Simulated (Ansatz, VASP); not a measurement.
# MnO: VASP beside Ansatz

File INCAR:

```
ALGO = Normal
EDIFF = 1E-6
ENCUT = 520
GGA = PE
ISIF = 2
ISMEAR = -1
ISPIN = 2
LASPH = T
LCHARG = F
LMAXMIX = 4
LORBIT = 11
LREAL = F
LWAVE = F
MAGMOM = 4 0
NBANDS = 20
NELM = 150
PREC = Accurate
SIGMA = 0.05
```

File KPOINTS:

```
k-points
0
Gamma
  16 16 16
```

File POSCAR:

```
MnO
1.0
    0.0000000000      2.2145685064      2.2145685064
    2.2145685064      0.0000000000      2.2145685064
    2.2145685064      2.2145685064      0.0000000000
Mn O
1 1
Direct
    0.0000000000      0.0000000000      0.0000000000
    0.5000000000      0.5000000000      0.5000000000
```

Input for Ansatz:

```yaml
crystal:
  lattice:
    - [0.0, 2.2145685064, 2.2145685064]
    - [2.2145685064, 0.0, 2.2145685064]
    - [2.2145685064, 2.2145685064, 0.0]
  atoms:
    - { symbol: Mn, position: [0.0, 0.0, 0.0], spin: 4.0 }
    - { symbol: O, position: [0.5, 0.5, 0.5] }
magnetization:
  spin_polarized: true
kpoints:
  mp_grid: { grid: [16, 16, 16] }
  band_path:
    path:
      - [0.0, 0.0, 0.0]
      - [0.5, 0.0, 0.5]
      - [0.625, 0.25, 0.625]
      - [0.375, 0.375, 0.75]
      - [0.0, 0.0, 0.0]
      - [0.5, 0.5, 0.5]
      - [0.5, 0.25, 0.75]
      - [0.5, 0.0, 0.5]
    npoints: 5
scf:
  occupations: { method: fermi_dirac, width: 0.05 }
hamiltonian:
  xc: pbe
  pseudopotentials: { kind: all_electron, lapw: { basis_error: 0.00025 } }
output:
  forces: true
  stress: true
  eigenvalues: true
```

Change from the starting cell: volume scaled by 0.99.

Alike in both runs: task single point; functional PBE; k mesh 16 × 16 × 16; occupations fermi-dirac, width 0.05 eV; collinear spin.

|  | VASP | Ansatz |
| --- | --- | --- |
| version | VASP 6.6.1 | Ansatz 0.2.0 |
| potentials or method | VASP PAW PBE potentials, release 64 (Mn_pv, O), cutoff 520 eV | all-electron LAPW, scalar-relativistic |

Ansatz gave:

| Quantity | Value |
| --- | --- |
| pressure (GPa) | 0.9 |
| net moment per atom (μB) | 2.37 |
| size of the moment on the site where the two differ most (μB) | 0.23 |

Task: Estimate VASP's values.

Result: Pressure (GPa): 1.1; net moment per atom (μB): 2.37; size of the moment on the site where the two differ most (μB): 0.20.

Site moments also hang on the region over which each program counts them. Ansatz ran all-electron here, and VASP with PAW potentials.
